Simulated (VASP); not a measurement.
# TaC (Fm-3m) in VASP: a series of runs

Runs on TaC. Level: PBE. Tasks: single point.

Program: VASP 6.6.1. These are calculated values, not measurements. Logs are shortened: lines on timing, memory, paths and dates and some standing lists are left out, and cuts for length are marked.

## Step 1: The cell of the first run

It takes space group Fm-3m (No. 225, cubic). Conventional cell: a = 4.384 Å, b = 4.384 Å, c = 4.384 Å, α = 90.00°, β = 90.00°, γ = 90.00°. Within 2.9 Å of Ta (site symmetry m-3m) lie 6 C at 2.19 Å. C (site symmetry m-3m) has 6 Ta at 2.19 Å within 2.9 Å.

## Step 2: Single point, PBE (10.53 Å³/atom)

File INCAR:

```
PREC = Accurate ; ENCUT = 600
EDIFF = 1E-6 ; ISMEAR = 0
SIGMA = 0.1 ; LREAL = False
LASPH = True ; NELM = 120
ALGO = Normal ; ISIF = 2
LWAVE = False ; LCHARG = True
GGA = PE ; LELF = True
LVHAR = True ; NBANDS = 14
GGA_COMPAT = False
```

File KPOINTS:

```
regular mesh
0
Gamma
  16 16 16
```

File POSCAR:

```
TaC
1.0
    0.0000000000      2.1919224698      2.1919224698
    2.1919224698      0.0000000000      2.1919224698
    2.1919224698      2.1919224698      0.0000000000
Ta C
1 1
Direct
    0.0000000000      0.0000000000      0.0000000000
    0.5000000000      0.5000000000      0.5000000000
```

Potentials or basis: VASP PAW PBE potentials, release 64 (Ta_pv, C).

The run is started by

```
cat potpaw_PBE.64/Ta_pv/POTCAR potpaw_PBE.64/C/POTCAR > POTCAR
mpirun -np 1 vasp_std > vasp.out
```

OUTCAR:

```text
PREC = Accurate
   ENCUT = 600
   EDIFF = 1E-6
   ISMEAR = 0
   LREAL = False
   LASPH = True
   NELM = 120
   ISIF = 2
   GGA = PE

 ion  position               nearest neighbor table
   1  0.000  0.000  0.000-   2 2.19   2 2.19   2 2.19   2 2.19   2 2.19   2 2.19
   2  0.500  0.500  0.500-   1 2.19   1 2.19   1 2.19   1 2.19   1 2.19   1 2.19

  LATTYP: Found a face centered cubic cell.
 ALAT       =     4.3838449396

  Lattice vectors:

 A1 = (   0.0000000000,   2.1919224698,   2.1919224698)
 A2 = (   2.1919224698,   0.0000000000,   2.1919224698)
 A3 = (   2.1919224698,   2.1919224698,   0.0000000000)

Analysis of symmetry for initial positions (statically):
=====================================================================
 Subroutine PRICEL returns:
 Original cell was already a primitive cell.

 Routine SETGRP: Setting up the symmetry group for a
 face centered cubic supercell.

 Subroutine GETGRP returns: Found 48 space group operations
 (whereof 48 operations were pure point group operations)
 out of a pool of 48 trial point group operations.

The static configuration has the point symmetry O_h .

Analysis of symmetry for dynamics (positions and initial velocities):
=====================================================================
 Subroutine PRICEL returns:
 Original cell was already a primitive cell.

 Routine SETGRP: Setting up the symmetry group for a
 face centered cubic supercell.

 Subroutine GETGRP returns: Found 48 space group operations
 (whereof 48 operations were pure point group operations)
 out of a pool of 48 trial point group operations.

The dynamic configuration has the point symmetry O_h .

 Subroutine INISYM returns: Found 48 space group operations
 (whereof 48 operations are pure point group operations),
 and found     1 'primitive' translations

----------------------------------------------------------------------------------------

                                     Primitive cell

  volume of cell :      21.0623

  direct lattice vectors                    reciprocal lattice vectors
     0.000000000  2.191922470  2.191922470    -0.228110258  0.228110258  0.228110258
     2.191922470  0.000000000  2.191922470     0.228110258 -0.228110258  0.228110258
     2.191922470  2.191922470  0.000000000     0.228110258  0.228110258 -0.228110258

  length of vectors
     3.099846484  3.099846484  3.099846484     0.395098557  0.395098557  0.395098557

  position of ions in fractional coordinates (direct lattice)
     0.000000000  0.000000000  0.000000000
     0.500000000  0.500000000  0.500000000

  ion indices of the primitive-cell ions
[... 88 lines left out ...]
   EMIN   =  10.00;   EMAX   =-10.00  energy-range for DOS
   EFERMI =   0.00;   METHOD = LEGACY
   ISMEAR =     0;   SIGMA  =   0.10  broadening in eV -4-tet -1-fermi 0-gaus
   EFERMI_NEDOS =   21; number of points for ismear=-14 and -15
   IALGO  =     38    algorithm
   IMIX   =      4    mixing-type and parameters
     AMIX     =   0.40;   BMIX     =  1.00
     AMIX_MAG =   1.60;   BMIX_MAG =  1.00
  volume/ion in A,a.u.               =      10.53        71.07
  Fermi-wavevector in a.u.,A,eV,Ry     =   1.461964  2.762712 29.080266  2.137339
  Thomas-Fermi vector in A             =   2.578234
   LORBIT       =      0    0 simple, 1 ext, 2 COOP (PROOUT), +10 PAW based schemes
   GGA     = PE    functional components
   LHFCALC =     F    Hartree Fock is set to
   AEXX    =    0.0000 exact exchange contribution
   IVDW    =     0    specifies the selected vdW correction
   LEPSILON=     F    determine dielectric tensor
   LRPA    =     F    only Hartree local field effects (RPA)
 non-spin polarized calculation
 Gauss-broadening in eV      SIGMA  =   0.10
  energy-cutoff  :      600.00
  volume of cell :       21.06
 maximum number of plane-waves:       725
 NGX is ok and might be reduce to    28
   NGX = 13   NGY = 13   NGZ = 13

 number of electron      15.0000000 magnetization

 Free energy of the ion-electron system (eV)
  ---------------------------------------------------
  ext. energy  EPLUGINS =         0.00000000
  ---------------------------------------------------
  free energy    TOTEN  =       -22.11038504 eV

  energy without entropy =      -22.10884286  energy(sigma->0) =      -22.10961395

 E-fermi :   8.8651     XC(G=0): -13.4599

 val. band max:        8.8396651770   @ k =   0.4375   0.1875   0.0625
 cond. band min:       8.8894642181   @ k =   0.1250   0.0625   0.0000
 fundamental gap:      0.0497990411
 Fermi energy:         8.8651125774

 k-point     1 :       0.0000    0.0000    0.0000
  band No.  band energies     occupation
      1     -26.0290      2.00000
      2     -26.0290      2.00000
      3     -26.0290      2.00000
      4      -6.2651      2.00000
      5       7.4685      2.00000
      6       7.4685      2.00000
      7       7.4685      2.00000
      8       8.3857      2.00000
      9       8.3857      2.00000
     10       8.3857      2.00000
     11       9.6046      0.00000
     12       9.6046      0.00000
     13      16.0572      0.00000
     14      18.9965      0.00000
[... 377 lines left out ...]
      1     -26.1124      2.00000
      2     -26.0522      2.00000
      3     -26.0315      2.00000
      4      -5.9519      2.00000
      5       6.3284      2.00000
      6       6.5054      2.00000
      7       6.6534      2.00000
      8       7.6472      2.00000
      9       8.6139      1.99962
     10       9.2128      0.00000
     11      10.6358      0.00000
     12      11.8065      0.00000
     13      16.6118      0.00000
     14      19.7760      0.00000

 [... further k-points ...]

------------------------ aborting loop because EDIFF is reached ----------------------------------------

  FORCE on cell =-STRESS in cart. coord.  units (eV):
  Direction    XX          YY          ZZ          XY          YZ          ZX
  --------------------------------------------------------------------------------------
  -------------------------------------------------------------------------------------
  Total        3.1182036      3.1182036      3.1182036      0.0000000      0.0000000      0.0000000
  in kB      237.1971624    237.1971624    237.1971624      0.0000000      0.0000000      0.0000000
  external PRESSURE =     237.1971624 kB  Pullay stress =       0.0000000 kB

 VOLUME and BASIS-vectors are now :
 -----------------------------------------------------------------------------
  energy-cutoff  :      600.00
  volume of cell :       21.06
      direct lattice vectors                 reciprocal lattice vectors
     0.000000000  2.191922470  2.191922470    -0.228110258  0.228110258  0.228110258
     2.191922470  0.000000000  2.191922470     0.228110258 -0.228110258  0.228110258
     2.191922470  2.191922470  0.000000000     0.228110258  0.228110258 -0.228110258

 POSITION                                       TOTAL-FORCE (eV/Angst)
 -----------------------------------------------------------------------------------
      0.00000      0.00000      0.00000         0.000000     -0.000000      0.000000
      2.19192      2.19192      2.19192        -0.000000      0.000000     -0.000000
 -----------------------------------------------------------------------------------
    total drift:                                0.000000      0.000000      0.000000

  FREE ENERGIE OF THE ION-ELECTRON SYSTEM (eV)
  ---------------------------------------------------
  free  energy   TOTEN  =       -22.1103850361 eV

  energy  without entropy=      -22.1088428561  energy(sigma->0) =      -22.10961395
```

It took 25 s on 1 thread of Intel Xeon 6975P-C (Granite Rapids), shared host; peak memory 0.2 GiB.

What came out:

```yaml
Free_energy: -22.1104 eV
Pressure: 23.7 GPa
Band_gap_on_the_k_mesh: zero (an odd number of electrons rules out a gap without spin polarisation)
```

Caveat: the cell stands under pressure; spin-orbit coupling is left out, which moves the levels of the heavy elements.

## Step 3: Single point, PBE (10.87 Å³/atom)

This run uses another cell than the first one, of 10.87 Å³/atom.

File INCAR:

```
SYSTEM = TaC
PREC     = Accurate       ! precision mode
ENCUT    = 600            ! plane-wave cutoff, eV
EDIFF    = 1E-6           ! SCF threshold, eV
ISMEAR   = 0              ! smearing method
SIGMA    = 0.1            ! smearing width, eV
LREAL    = .False.        ! projectors in reciprocal space
LASPH    = .True.         ! aspherical terms in the spheres
NELM     = 120            ! most SCF steps
ALGO     = Normal         ! electronic algorithm
ISIF     = 2              ! what is computed and relaxed
LWAVE    = .False.        ! write WAVECAR
LCHARG   = .True.         ! write CHGCAR
GGA      = PE             ! functional
LELF     = .True.         ! ELF
LVHAR    = .True.       
NBANDS   = 14             ! bands
GGA_COMPAT= .False.
```

File KPOINTS:

```
regular mesh
0
Gamma
  16 16 16
  0 0 0
```

File POSCAR:

```
TaC
1.0
    0.0000000000      2.2149970336      2.2149970336
    2.2149970336      0.0000000000      2.2149970336
    2.2149970336      2.2149970336      0.0000000000
Ta C
1 1
Direct
    0.0000000000      0.0000000000      0.0000000000
    0.5000000000      0.5000000000      0.5000000000
```

Potentials or basis: VASP PAW PBE potentials, release 64 (Ta_pv, C).

The run is started by

```
cat potpaw_PBE.64/Ta_pv/POTCAR potpaw_PBE.64/C/POTCAR > POTCAR
mpirun -np 1 vasp_std > vasp.out
```

It took 25 s on 1 thread of Intel Xeon 6975P-C (Granite Rapids), shared host; peak memory 0.2 GiB.

It converged, with:

```yaml
Free_energy: -22.1838 eV
Pressure: 11.3 GPa
Band_gap_on_the_k_mesh: zero (an odd number of electrons rules out a gap without spin polarisation)
```

Levels at points of the mesh, in eV from the Fermi level:
| k point | band 6 | band 7 | band 8 | band 9 | band 10 | band 11 |
| --- | --- | --- | --- | --- | --- | --- |
| (0.00, 0.00, 0.00) | -1.34 | -1.34 | -0.47 | -0.47 | -0.47 | 0.70 |
| (0.50, 0.00, 0.00) | -5.55 | -5.55 | 2.82 | 2.82 | 3.82 | 5.48 |
| (0.50, 0.50, 0.00) | -4.61 | -1.75 | -1.75 | 2.71 | 4.23 | 4.23 |

Caveat: the cell stands under pressure; spin-orbit coupling is left out, which moves the levels of the heavy elements.

## Step 4: Single point, PBE

This run uses another cell than the first one, of 11.20 Å³/atom.

File INCAR:

```
PREC = Accurate
ENCUT = 600
EDIFF = 1E-6
ISMEAR = 0
SIGMA = 0.1
LREAL = False
LASPH = True
NELM = 120
ALGO = Normal
ISIF = 2
LWAVE = False
LCHARG = True
GGA = PE
LELF = True
LVHAR = True
NBANDS = 14
GGA_COMPAT = False
```

File KPOINTS:

```
regular mesh
0
Gamma
  16 16 16
```

File POSCAR:

```
TaC
1.0
    0.0000000000      2.2376006053      2.2376006053
    2.2376006053      0.0000000000      2.2376006053
    2.2376006053      2.2376006053      0.0000000000
Ta C
1 1
Direct
    0.0000000000      0.0000000000      0.0000000000
    0.5000000000      0.5000000000      0.5000000000
```

The run is started by

```
cat potpaw_PBE.64/Ta_pv/POTCAR potpaw_PBE.64/C/POTCAR > POTCAR
mpirun -np 1 vasp_std > vasp.out
```

Wall time 24 s (1 thread of Intel Xeon 6975P-C (Granite Rapids), shared host); peak memory 0.2 GiB.

Results (log left out):

* Free energy: -22.2088 eV
* Pressure: 0.6 GPa
* Band gap on the k mesh: zero (an odd number of electrons rules out a gap without spin polarisation)

Levels at points of the mesh, in eV from the Fermi level:
```tsv
k point	band 5	band 6	band 7	band 8	band 9	band 10	band 11	band 12
(0.00, 0.00, 0.00)	-1.29	-1.29	-1.29	-0.45	-0.45	-0.45	0.66	0.66
(0.50, 0.00, 0.00)	-8.63	-5.39	-5.39	2.69	2.69	3.65	5.37	9.81
(0.50, 0.50, 0.00)	-4.60	-4.45	-1.75	-1.75	2.58	4.03	4.03	6.75
```

Caveat: spin-orbit coupling is left out, which moves the levels of the heavy elements.

## Step 5: Single point, PBE (11.54 Å³/atom)

This run uses another cell than the first one, of 11.54 Å³/atom.

File INCAR:

```
ALGO = Normal
EDIFF = 1E-6
ENCUT = 600
GGA = PE
GGA_COMPAT = False
ISIF = 2
ISMEAR = 0
LASPH = True
LCHARG = False
LREAL = False
LWAVE = False
NBANDS = 14
NELM = 120
PREC = Accurate
SIGMA = 0.1
```

File KPOINTS:

```
k-points
0
Gamma
  16 16 16
```

File POSCAR:

```
TaC
1.0
    0.0000000000      2.2597565076      2.2597565076
    2.2597565076      0.0000000000      2.2597565076
    2.2597565076      2.2597565076      0.0000000000
Ta C
1 1
Direct
    0.0000000000      0.0000000000      0.0000000000
    0.5000000000      0.5000000000      0.5000000000
```

The run is started by

```
cat potpaw_PBE.64/Ta_pv/POTCAR potpaw_PBE.64/C/POTCAR > POTCAR
mpirun -np 1 vasp_std > vasp.out
```

Run time: 23 s. Hardware: 1 thread of Intel Xeon 6975P-C (Granite Rapids), shared host; peak memory 0.2 GiB.

It converged, with:

| Property | Result |
| --- | --- |
| Free energy | -22.1924 eV |
| Pressure | -8.5 GPa |
| Band gap on the k mesh | zero (an odd number of electrons rules out a gap without spin polarisation) |

Levels at points of the mesh, in eV from the Fermi level:
| k point | band 5 | band 6 | band 7 | band 8 | band 9 | band 10 | band 11 | band 12 |
| --- | --- | --- | --- | --- | --- | --- | --- | --- |
| (0.00, 0.00, 0.00) | -1.24 | -1.24 | -1.24 | -0.43 | -0.43 | -0.43 | 0.62 | 0.62 |
| (0.50, 0.00, 0.00) | -8.43 | -5.23 | -5.23 | 2.56 | 2.56 | 3.49 | 5.27 | 9.45 |
| (0.50, 0.50, 0.00) | -4.57 | -4.29 | -1.74 | -1.74 | 2.46 | 3.84 | 3.84 | 6.41 |

Caveat: the cell stands under tension; spin-orbit coupling is left out, which moves the levels of the heavy elements.

## Step 6: Single point, PBE (11.88 Å³/atom)

This run uses another cell than the first one, of 11.88 Å³/atom.

File INCAR:

```
  PREC = Accurate
  ENCUT = 600
  EDIFF = 1E-6
  ISMEAR = 0
  SIGMA = 0.1
  LREAL = F
  LASPH = T
  NELM = 120
  ALGO = Normal
  ISIF = 2
  LWAVE = F
  LCHARG = F
  GGA = PE
  NBANDS = 14
  GGA_COMPAT = F
```

File KPOINTS:

```
Automatic mesh
0
Gamma
  16 16 16
```

File POSCAR:

```
TaC
1.0
    0.0000000000      2.2814862686      2.2814862686
    2.2814862686      0.0000000000      2.2814862686
    2.2814862686      2.2814862686      0.0000000000
Ta C
1 1
Direct
    0.0000000000      0.0000000000      0.0000000000
    0.5000000000      0.5000000000      0.5000000000
```

Potentials or basis: VASP PAW PBE potentials, release 64 (Ta_pv, C).

The run is started by

```
cat potpaw_PBE.64/Ta_pv/POTCAR potpaw_PBE.64/C/POTCAR > POTCAR
mpirun -np 1 vasp_std > vasp.out
```

Wall time 24 s (1 thread of Intel Xeon 6975P-C (Granite Rapids), shared host); peak memory 0.2 GiB.

The run converged. Its results:

```yaml
Free_energy: -22.1407 eV
Pressure: -16.3 GPa
Band_gap_on_the_k_mesh: zero (an odd number of electrons rules out a gap without spin polarisation)
```

Levels at points of the mesh, in eV from the Fermi level:
```tsv
k point	band 5	band 6	band 7	band 8	band 9	band 10	band 11	band 12
(0.00, 0.00, 0.00)	-1.20	-1.20	-1.20	-0.42	-0.42	-0.42	0.59	0.59
(0.50, 0.00, 0.00)	-8.24	-5.08	-5.08	2.45	2.45	3.33	5.17	9.11
(0.50, 0.50, 0.00)	-4.55	-4.13	-1.73	-1.73	2.34	3.67	3.67	6.10
```

Caveat: the cell stands under tension; spin-orbit coupling is left out, which moves the levels of the heavy elements.

## Step 7: Overview

```tsv
cell	gap on the mesh (eV)	pressure (GPa)
a = 3.100 Å, angles 60.0°, 2 atoms	none	23.7
a = 3.132 Å, angles 60.0°, 2 atoms	none	11.3
a = 3.164 Å, angles 60.0°, 2 atoms	none	0.6
a = 3.196 Å, angles 60.0°, 2 atoms	none	-8.5
a = 3.227 Å, angles 60.0°, 2 atoms	none	-16.3
```

Alike in all rows: task single point; level PBE; potentials or basis VASP PAW PBE potentials, release 64 (Ta_pv, C); no spin polarisation; k mesh 16 × 16 × 16; cutoff (eV) 600; smearing gaussian 0.1 eV.

Caveats: spin-orbit coupling is left out, which moves the levels of the heavy elements; the cell stands under pressure (at least some runs); the cell stands under tension (at least some runs).

Absolute energies hang on the potentials; compare differences alone.
